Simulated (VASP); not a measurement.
# BN (Pm) in VASP: a series of runs, part 2 of 2

VASP 6.6.1.

### 3 Single point, PBEsol (atom 3 (N) moved +0.338 Å along Cartesian [1 -1 0])

The input, INCAR:

```
ALGO = Normal ; EDIFF = 1E-7
ENCUT = 520 ; GGA = PS
ISIF = 2 ; ISMEAR = 0
LASPH = True ; LCHARG = False
LREAL = False ; LWAVE = False
NBANDS = 16 ; NELM = 60
PREC = Accurate ; SIGMA = 0.05
```

The input, KPOINTS:

```
k-points
0
Gamma
  12 12 4
```

The input, POSCAR:

```
BN
1.0
    2.5043488457      0.0000000000      0.0000000000
   -1.2521744229      2.1688297203      0.0000000000
    0.0000000000      0.0000000000      7.0190956742
B N
2 2
Direct
    0.3333333333      0.6666666667      0.2500000000
    0.6666666667      0.3333333333      0.7500000000
    0.3736091682      0.5566310394      0.7500000000
    0.6666666667      0.3333333333      0.2500000000
```

Potentials or basis: VASP PAW PBE potentials, release 64 (B, N).

Started as:

```sh
$ cat potpaw_PBE.64/B/POTCAR potpaw_PBE.64/N/POTCAR > POTCAR
$ mpirun -np 1 vasp_std > vasp.out
```

OUTCAR:

```text
EDIFF = 1E-7
   ENCUT = 520
   GGA = PS
   ISIF = 2
   ISMEAR = 0
   LASPH = True
   LREAL = False
   NELM = 60
   PREC = Accurate

 ion  position               nearest neighbor table
   1  0.333  0.667  0.250-   4 1.45   4 1.45   4 1.45
   2  0.667  0.333  0.750-   3 1.12   3 1.57   3 1.70
   3  0.374  0.557  0.750-   2 1.12   2 1.57   2 1.70
   4  0.667  0.333  0.250-   1 1.45   1 1.45   1 1.45

  LATTYP: Found a hexagonal cell.
 ALAT       =     2.5043488457
 C/A-ratio  =     2.8027627566

  Lattice vectors:

 A1 = (   2.5043488457,   0.0000000000,   0.0000000000)
 A2 = (  -1.2521744229,   2.1688297203,   0.0000000000)
 A3 = (   0.0000000000,   0.0000000000,   7.0190956742)

Analysis of symmetry for initial positions (statically):
=====================================================================
 Subroutine PRICEL returns:
 Original cell was already a primitive cell.

 Routine SETGRP: Setting up the symmetry group for a
 hexagonal supercell.

 Subroutine GETGRP returns: Found  2 space group operations
 (whereof  1 operations were pure point group operations)
 out of a pool of 24 trial point group operations.

The static configuration has the point symmetry C_1 .
 The point group associated with its full space group is C_1h.

Analysis of symmetry for dynamics (positions and initial velocities):
=====================================================================
 Subroutine PRICEL returns:
 Original cell was already a primitive cell.

 Routine SETGRP: Setting up the symmetry group for a
 hexagonal supercell.

 Subroutine GETGRP returns: Found  2 space group operations
 (whereof  1 operations were pure point group operations)
 out of a pool of 24 trial point group operations.

[... 115 lines left out ...]
   PSTRESS=    0.0 pullay stress
   NELECT =      16.0000    total number of electrons
   NUPDOWN=      -1.0000    fix difference up-down
   EMIN   =  10.00;   EMAX   =-10.00  energy-range for DOS
   EFERMI =   0.00;   METHOD = LEGACY
   ISMEAR =     0;   SIGMA  =   0.05  broadening in eV -4-tet -1-fermi 0-gaus
   EFERMI_NEDOS =   21; number of points for ismear=-14 and -15
   IALGO  =     38    algorithm
   IMIX   =      4    mixing-type and parameters
     AMIX     =   0.40;   BMIX     =  1.00
     AMIX_MAG =   1.60;   BMIX_MAG =  1.00
  volume/ion in A,a.u.               =       9.53        64.32
  Fermi-wavevector in a.u.,A,eV,Ry     =   1.225691  2.316220 20.440284  1.502319
  Thomas-Fermi vector in A             =   2.360720
   LORBIT       =      0    0 simple, 1 ext, 2 COOP (PROOUT), +10 PAW based schemes
   GGA     = PS    functional components
   LHFCALC =     F    Hartree Fock is set to
   AEXX    =    0.0000 exact exchange contribution
   IVDW    =     0    specifies the selected vdW correction
   LEPSILON=     F    determine dielectric tensor
   LRPA    =     F    only Hartree local field effects (RPA)
 non-spin polarized calculation
 Gauss-broadening in eV      SIGMA  =   0.05
  energy-cutoff  :      520.00
  volume of cell :       38.12
 maximum number of plane-waves:      1058
   NGX =  9   NGY =  9   NGZ = 27

 number of electron      15.9999998 magnetization

 Free energy of the ion-electron system (eV)
  ---------------------------------------------------
  ext. energy  EPLUGINS =         0.00000000
  ---------------------------------------------------
  free energy    TOTEN  =       -33.29255085 eV

  energy without entropy =      -33.29255085  energy(sigma->0) =      -33.29255085

 E-fermi :   3.5249     XC(G=0):  -9.8716

 val. band max:        3.3034708765   @ k =   0.0000   0.0000   0.5000
 cond. band min:       5.5190153197   @ k =   0.5000   0.5000   0.5000
 fundamental gap:      2.2155444432
 Fermi energy:         3.5248558805

 k-point     1 :       0.0000    0.0000    0.0000
  band No.  band energies     occupation
      1     -16.0382      2.00000
      2     -15.7967      2.00000
      3      -4.4684      2.00000
      4      -2.8703      2.00000
      5      -2.6726      2.00000
      6       0.3228      2.00000
[... 433 lines left out ...]
      3      -3.8456      2.00000
      4      -3.2387      2.00000
      5      -2.6502      2.00000
      6      -1.7614      2.00000
[... 8 lines left out ...]
     15      16.0957      0.00000
     16      16.2890      0.00000

 [... further k-points ...]
[... 5 lines left out ...]
  --------------------------------------------------------------------------------------
  -------------------------------------------------------------------------------------
  Total       16.2943269      3.7476487      0.0101135     -8.0288237      0.0000000      0.0000000
  in kB      684.7713255    157.4954529      0.4250214   -337.4124180      0.0000000      0.0000000
  external PRESSURE =     280.8972666 kB  Pullay stress =       0.0000000 kB

 VOLUME and BASIS-vectors are now :
 -----------------------------------------------------------------------------
  energy-cutoff  :      520.00
  volume of cell :       38.12
      direct lattice vectors                 reciprocal lattice vectors
     2.504348846  0.000000000  0.000000000     0.399305393  0.230539076  0.000000000
    -1.252174423  2.168829720  0.000000000     0.000000000  0.461078152  0.000000000
     0.000000000  0.000000000  7.019095674     0.000000000  0.000000000  0.142468495

 POSITION                                       TOTAL-FORCE (eV/Angst)
 -----------------------------------------------------------------------------------
     -0.00000      1.44589      1.75477        -0.002587     -0.000290      0.000000
      1.25217      0.72294      5.26432        22.058797    -11.781165      0.000000
      0.23865      1.20724      5.26432       -22.080793     11.791076      0.000000
      1.25217      0.72294      1.75477         0.024582     -0.009621      0.000000
 -----------------------------------------------------------------------------------
    total drift:                                0.000297     -0.000197      0.000000

  FREE ENERGIE OF THE ION-ELECTRON SYSTEM (eV)
  ---------------------------------------------------
  free  energy   TOTEN  =       -33.2925508484 eV

  energy  without entropy=      -33.2925508484  energy(sigma->0) =      -33.29255085
```

OSZICAR:

```text
N       E                     dE             d eps       ncg     rms          rms(c)
DAV:   1     0.528517169694E+02    0.52852E+02   -0.79590E+03  7144   0.917E+02
DAV:   2    -0.345599004693E+02   -0.87412E+02   -0.80029E+02  9792   0.222E+02
DAV:   3    -0.380498510752E+02   -0.34900E+01   -0.34778E+01  8920   0.452E+01
DAV:   4    -0.380727184801E+02   -0.22867E-01   -0.22865E-01  9112   0.408E+00
DAV:   5    -0.380729392270E+02   -0.22075E-03   -0.22074E-03  9024   0.374E-01    0.129E+01
DAV:   6    -0.338264123242E+02    0.42465E+01   -0.63044E+00  9472   0.199E+01    0.571E+00
DAV:   7    -0.333909780650E+02    0.43543E+00   -0.87972E-01  9712   0.695E+00    0.330E+00
DAV:   8    -0.332927420427E+02    0.98236E-01   -0.20977E-01  9632   0.350E+00    0.500E-01
DAV:   9    -0.332918339921E+02    0.90805E-03   -0.21937E-02  8136   0.121E+00    0.248E-01
DAV:  10    -0.332922507693E+02   -0.41678E-03   -0.14098E-03  8664   0.314E-01    0.933E-02
DAV:  11    -0.332925154918E+02   -0.26472E-03   -0.36601E-04  8672   0.155E-01    0.506E-02
DAV:  12    -0.332925466844E+02   -0.31193E-04   -0.62218E-05  9712   0.633E-02    0.101E-02
DAV:  13    -0.332925505380E+02   -0.38536E-05   -0.67342E-06  8920   0.200E-02    0.414E-03
DAV:  14    -0.332925509056E+02   -0.36762E-06   -0.13416E-06  9888   0.954E-03    0.207E-03
DAV:  15    -0.332925508484E+02    0.57218E-07   -0.19972E-07  8560   0.386E-03
   1 F= -.33292551E+02 E0= -.33292551E+02  d E =-.584728E-12
```

Run time: 80 s. Hardware: 1 thread of Intel Xeon 6975P-C (Granite Rapids), shared host; peak memory 0.23 GiB.

What came out:

```
Free energy            : -33.2926 eV
Pressure               : 28.1 GPa
Largest force          : 25.032 eV/Å
Band gap on the k mesh : 2.22 eV, indirect (least direct gap 3.20 eV)
```

Forces on the atoms (eV/Å):
```
B    -0.003   0.000   0.000
B    22.059 -11.781   0.000
N   -22.081  11.791   0.000
N     0.025  -0.010   0.000
```

Stress tensor (GPa, compression positive):
```
 68.48 -33.74   0.00
-33.74  15.75   0.00
  0.00   0.00   0.04
```

Levels at points of the mesh, in eV from the valence-band top:
```
           k point  band 4  band 5  band 6  band 7  band 8  band 9  band 10  band 11  band 12  band 13
(0.00, 0.00, 0.00)   -6.17   -5.98   -2.98   -2.98    0.00    3.20     6.85     7.87     9.57     9.88
(0.50, 0.00, 0.00)  -10.17   -5.79   -4.72   -3.48   -2.41    2.76     4.71     5.17     8.00    10.74
(0.00, 0.50, 0.00)   -9.90   -6.38   -5.79   -3.84   -2.44    2.81     5.87     6.44     8.03    10.79
(0.50, 0.50, 0.00)  -10.23   -5.79   -4.38   -2.66   -2.40    2.38     3.21     7.91     8.69    10.01
(0.00, 0.00, 0.50)   -7.01   -5.95   -2.98   -2.98    0.00    5.15     5.21     6.91     9.88     9.88
(0.50, 0.00, 0.50)  -10.17   -5.79   -4.73   -3.29   -2.60    3.00     4.17     5.23     8.10    11.52
(0.00, 0.50, 0.50)   -9.91   -6.38   -5.79   -3.71   -2.60    3.01     5.31     6.54     8.09    11.56
(0.50, 0.50, 0.50)  -10.24   -5.79   -4.38   -2.60   -2.36    2.22     2.99     8.18     8.75    10.65
```

Caveat: the cell differs from its parent crystal (atom 3 (N) moved +0.338 Å along Cartesian [1 -1 0]); the PAW data sets were made with another functional, which shifts forces and pressure a little; this functional lacks dispersion, which binds the layers, so the pressure and a relaxed spacing across them are unreliable.
